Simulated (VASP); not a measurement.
# ScPt (Pm-3m) in VASP: elastic constants with LDA

Aim: the elastic constants of ScPt with LDA.

Everything below comes from runs of VASP 6.6.1. Logs are shortened: lines on timing, memory, paths and dates and some standing lists are left out, and cuts for length are marked.

### 1 The cell of the first run

It takes space group Pm-3m (No. 221, cubic). Conventional cell: a = 3.229 Å, b = 3.229 Å, c = 3.229 Å, α = 90.00°, β = 90.00°, γ = 90.00°. Sc (site symmetry m-3m) has 8 Pt at 2.80 Å and 6 Sc at 3.23 Å within 3.7 Å. Pt (site symmetry m-3m) has 8 Sc at 2.80 Å and 6 Pt at 3.23 Å within 3.7 Å.

### 2 Elastic constants, LDA

The input, INCAR:

```
SYSTEM = ScPt
PREC     = Accurate       ! precision mode
ENCUT    = 600            ! plane-wave cutoff, eV
EDIFF    = 1E-8           ! SCF threshold, eV
ISMEAR   = -1             ! smearing method
SIGMA    = 0.1            ! smearing width, eV
LREAL    = .False.        ! projectors in reciprocal space
LASPH    = .True.         ! aspherical terms in the spheres
NELM     = 60             ! most SCF steps
ALGO     = Normal         ! electronic algorithm
ISIF     = 3              ! what is computed and relaxed
LWAVE    = .False.        ! write WAVECAR
LCHARG   = .False.        ! write CHGCAR
GGA      = CA             ! functional
IBRION   = 6              ! ionic algorithm
NFREE    = 2            
POTIM    = 0.015          ! step
NSW      = 1              ! ionic steps
```

The input, KPOINTS:

```
regular mesh
0
Gamma
  14 14 14
  0 0 0
```

The input, POSCAR:

```
ScPt
1.0
    3.2293713812      0.0000000000      0.0000000000
    0.0000000000      3.2293713812      0.0000000000
    0.0000000000      0.0000000000      3.2293713812
Sc Pt
1 1
Direct
    0.5000000000      0.5000000000      0.5000000000
    0.0000000000      0.0000000000      0.0000000000
```

Potentials or basis: VASP PAW LDA potentials, release 64 (Sc_sv, Pt).

Run with:

```bash
$ cat potpaw_LDA.64/Sc_sv/POTCAR potpaw_LDA.64/Pt/POTCAR > POTCAR
$ mpirun -np 1 vasp_std > vasp.out
```

OUTCAR:

```text
SYSTEM = ScPt
   PREC = Accurate
   ENCUT = 600
   EDIFF = 1E-8
   ISMEAR = -1
   LREAL = .False.
   LASPH = .True.
   NELM = 60
   ISIF = 3
   GGA = CA
   IBRION = 6
   NFREE = 2
   POTIM = 0.015
   NSW = 1

 ion  position               nearest neighbor table
   1  0.500  0.500  0.500-   2 2.80   2 2.80   2 2.80   2 2.80   2 2.80   2 2.80   2 2.80   2 2.80

   2  0.000  0.000  0.000-   1 2.80   1 2.80   1 2.80   1 2.80   1 2.80   1 2.80   1 2.80   1 2.80

  LATTYP: Found a simple cubic cell.
 ALAT       =     3.2293713812

  Lattice vectors:

 A1 = (   3.2293713812,   0.0000000000,   0.0000000000)
 A2 = (   0.0000000000,   3.2293713812,   0.0000000000)
 A3 = (   0.0000000000,   0.0000000000,   3.2293713812)

Analysis of symmetry for initial positions (statically):
=====================================================================
 Subroutine PRICEL returns:
 Original cell was already a primitive cell.

 Routine SETGRP: Setting up the symmetry group for a
 simple cubic supercell.

 Subroutine GETGRP returns: Found 48 space group operations
 (whereof 48 operations were pure point group operations)
 out of a pool of 48 trial point group operations.

The static configuration has the point symmetry O_h .

Analysis of symmetry for dynamics (positions and initial velocities):
=====================================================================
 Subroutine PRICEL returns:
 Original cell was already a primitive cell.

 Routine SETGRP: Setting up the symmetry group for a
 simple cubic supercell.

 Subroutine GETGRP returns: Found 48 space group operations
 (whereof 48 operations were pure point group operations)
 out of a pool of 48 trial point group operations.

The dynamic configuration has the point symmetry O_h .

 Subroutine INISYM returns: Found 48 space group operations
 (whereof 48 operations are pure point group operations),
 and found     1 'primitive' translations

----------------------------------------------------------------------------------------

                                     Primitive cell

  volume of cell :      33.6786

  direct lattice vectors                    reciprocal lattice vectors
     3.229371381  0.000000000  0.000000000     0.309657788  0.000000000  0.000000000
     0.000000000  3.229371381  0.000000000     0.000000000  0.309657788  0.000000000
     0.000000000  0.000000000  3.229371381     0.000000000  0.000000000  0.309657788

  length of vectors
     3.229371381  3.229371381  3.229371381     0.309657788  0.309657788  0.309657788

  position of ions in fractional coordinates (direct lattice)
     0.500000000  0.500000000  0.500000000
     0.000000000  0.000000000  0.000000000

  ion indices of the primitive-cell ions
   primitive index   ion index
                 1           1
                 2           2

----------------------------------------------------------------------------------------

 KPOINTS: regular mesh

Automatic generation of k-mesh.
 Grid dimensions read from file:
 generate k-points for:   14   14   14

 Generating k-lattice:

  Cartesian coordinates                     Fractional coordinates (reciprocal lattice)
     0.022118413  0.000000000  0.000000000     0.071428571  0.000000000  0.000000000
     0.000000000  0.022118413  0.000000000     0.000000000  0.071428571  0.000000000
     0.000000000  0.000000000  0.022118413     0.000000000  0.000000000  0.071428571

[... 108 lines left out ...]

  FORCE on cell =-STRESS in cart. coord.  units (eV):
  Direction    XX          YY          ZZ          XY          YZ          ZX
  --------------------------------------------------------------------------------------
  -------------------------------------------------------------------------------------
  Total        0.1644445      0.1644445      0.1644445      0.0000000      0.0000000      0.0000000
  in kB        7.8230493      7.8230493      7.8230493      0.0000000      0.0000000      0.0000000
  external PRESSURE =       7.8230493 kB  Pullay stress =       0.0000000 kB
[... 89 lines left out ...]
  FREE ENERGIE OF THE ION-ELECTRON SYSTEM (eV)
  ---------------------------------------------------
  free  energy   TOTEN  =       -16.6951161247 eV

  energy  without entropy=      -16.6549786541  energy(sigma->0) =      -16.67504739

[... ionic steps 4 to 14 ...]

--------------------------------------- Ionic step       15  -------------------------------------------

 number of electron      20.9999997 magnetization

------------------------ aborting loop because EDIFF is reached ----------------------------------------
[... 67 lines left out ...]
--------------------------------------- Ionic step       17  -------------------------------------------

 number of electron      20.9999996 magnetization

 Free energy of the ion-electron system (eV)
  ---------------------------------------------------
  ext. energy  EPLUGINS =         0.00000000
  ---------------------------------------------------
  free energy    TOTEN  =       -16.70227721 eV

  energy without entropy =      -16.66256132  energy(sigma->0) =      -16.68241927

 E-fermi :   8.2872     XC(G=0): -12.4351

 val. band max:        8.2528352865   @ k =   0.2143   0.4286   0.4286
 cond. band min:       8.3096883736   @ k =   0.4286   0.0714   0.0000
 fundamental gap:      0.0568530871
 Fermi energy:         8.2871678134

 k-point     1 :       0.0000    0.0000    0.0000
  band No.  band energies     occupation
      1     -40.7961      2.00000
      2     -19.6678      2.00000
      3     -19.6678      2.00000
      4     -19.6678      2.00000
      5       0.0092      2.00000
      6       2.8046      2.00000
      7       2.8053      2.00000
      8       5.3441      2.00000
      9       5.3449      2.00000
     10       5.3449      2.00000
     11       9.7898      0.00000
     12       9.7920      0.00000
     13      11.9185      0.00000
     14      11.9190      0.00000
[... 377 lines left out ...]
      1     -40.7636      2.00000
      2     -19.8837      2.00000
      3     -19.7550      2.00000
      4     -19.6462      2.00000
      5       2.3421      2.00000
      6       3.5893      2.00000
      7       4.2652      2.00000
      8       4.6994      2.00000
      9       5.1720      2.00000
     10       5.2339      2.00000
     11       8.5836      0.09817
     12       9.1944      0.00023
     13       9.8782      0.00000
     14      10.3927      0.00000

 [... further k-points ...]
[... 5 lines left out ...]
  --------------------------------------------------------------------------------------
  -------------------------------------------------------------------------------------
  Total        0.1663236      0.1673291      0.1673291      0.0000000      0.0000000     -0.0000000
  in kB        7.9124401      7.9602736      7.9602736      0.0000000      0.0000000     -0.0000000
  external PRESSURE =       7.9443291 kB  Pullay stress =       0.0000000 kB
[... 17 lines left out ...]
  FREE ENERGIE OF THE ION-ELECTRON SYSTEM (eV)
  ---------------------------------------------------
  free  energy   TOTEN  =       -16.7022772088 eV

  energy  without entropy=      -16.6625613231  energy(sigma->0) =      -16.68241927

 INTERNAL STRAIN TENSORS FROM STRAINED CELLS
 ============================================

 INTERNAL STRAIN TENSOR FOR ION    1 for displacements in x,y,z  (eV/Angst):
          X           Y           Z          XY          YZ          ZX
  --------------------------------------------------------------------------------
  x     0.00000     0.00000     0.00000     0.00000     0.00000     0.00000
  y     0.00000     0.00000     0.00000     0.00000     0.00000     0.00000
  z     0.00000     0.00000     0.00000     0.00000     0.00000     0.00000

 INTERNAL STRAIN TENSORS FROM DISPLACED ATOMS
 ============================================

 INTERNAL STRAIN TENSOR FOR ION    1 for displacements in x,y,z  (eV/Angst):
          X           Y           Z          XY          YZ          ZX
  --------------------------------------------------------------------------------
  x     0.00000     0.00000     0.00000     0.00000     0.00000     0.00000
  y     0.00000     0.00000     0.00000     0.00000     0.00000     0.00000
  z     0.00000     0.00000     0.00000     0.00000     0.00000     0.00000

 INTERNAL STRAIN TENSOR FOR ION    2 for displacements in x,y,z  (eV/Angst):
          X           Y           Z          XY          YZ          ZX
  --------------------------------------------------------------------------------
  x     0.00000     0.00000     0.00000     0.00000     0.00000     0.00000
  y     0.00000     0.00000     0.00000     0.00000     0.00000     0.00000
  z     0.00000     0.00000     0.00000     0.00000     0.00000     0.00000

 Eigenvectors and eigenvalues of the dynamical matrix
 ----------------------------------------------------

   1 f  =    5.280106 THz    33.175883 2PiTHz  176.125371 cm-1    21.836753 meV
             X         Y         Z           dx          dy          dz
      1.614686  1.614686  1.614686     0.000000    0.901327    0.000000
      0.000000  0.000000  0.000000     0.000000   -0.433139    0.000000
[... 21 lines left out ...]
   6 f/i=    0.002169 THz     0.013629 2PiTHz    0.072356 cm-1     0.008971 meV
             X         Y         Z           dx          dy          dz
      1.614686  1.614686  1.614686    -0.381347    0.204365    0.020466
      0.000000  0.000000  0.000000    -0.793553    0.425266    0.042588

--------------------------------------------------------------------------------------------------------

 ELASTIC MODULI CONTR FROM IONIC RELAXATION (kBar)
 Direction    XX          YY          ZZ          XY          YZ          ZX
 --------------------------------------------------------------------------------
 XX           0.0000      0.0000      0.0000      0.0000      0.0000      0.0000
 YY           0.0000      0.0000      0.0000      0.0000      0.0000      0.0000
 ZZ           0.0000      0.0000      0.0000      0.0000      0.0000      0.0000
 XY           0.0000      0.0000      0.0000      0.0000      0.0000      0.0000
 YZ           0.0000      0.0000      0.0000      0.0000      0.0000      0.0000
 ZX           0.0000      0.0000      0.0000      0.0000      0.0000      0.0000
 --------------------------------------------------------------------------------

 TOTAL ELASTIC MODULI (kBar)
 Direction    XX          YY          ZZ          XY          YZ          ZX
 --------------------------------------------------------------------------------
 XX        2144.4991   1400.9828   1400.9828      0.0000     -0.0000     -0.0000
 YY        1400.9828   2144.4991   1400.9828      0.0000     -0.0000      0.0000
 ZZ        1400.9828   1400.9828   2144.4991     -0.0000      0.0000      0.0000
 XY           0.0000      0.0000     -0.0000    624.0182      0.0000      0.0000
 YZ          -0.0000     -0.0000      0.0000      0.0000    624.0182      0.0000
 ZX          -0.0000      0.0000      0.0000      0.0000      0.0000    624.0182
 --------------------------------------------------------------------------------
```

It took 85 min on 1 thread of Intel Xeon 8259CL, shared host; peak memory 0.87 GiB.

What came out:

- Elastic constants C11, C12, C44: 214, 140, 62 GPa
- Voigt bulk modulus: 165 GPa
- Highest phonon frequency at Γ: 176 cm⁻¹

Phonon frequencies in cm⁻¹ (negative: imaginary):
```tsv
q point	frequencies
(0.000, 0.000, 0.000)	0 0 0 176 176 176
```

Elastic tensor in Voigt notation (GPa, in the Cartesian axes of the cell as first typed):
```
214 140 140   0   0   0
140 214 140   0   0   0
140 140 214   0   0   0
  0   0   0  62   0   0
  0   0   0   0  62   0
  0   0   0   0   0  62
```

Clamped-ion elastic tensor (GPa):
```
214 140 140   0   0   0
140 214 140   0   0   0
140 140 214   0   0   0
  0   0   0  62   0   0
  0   0   0   0  62   0
  0   0   0   0   0  62
```

Caveat: spin-orbit coupling is left out, which moves the levels of the heavy elements.
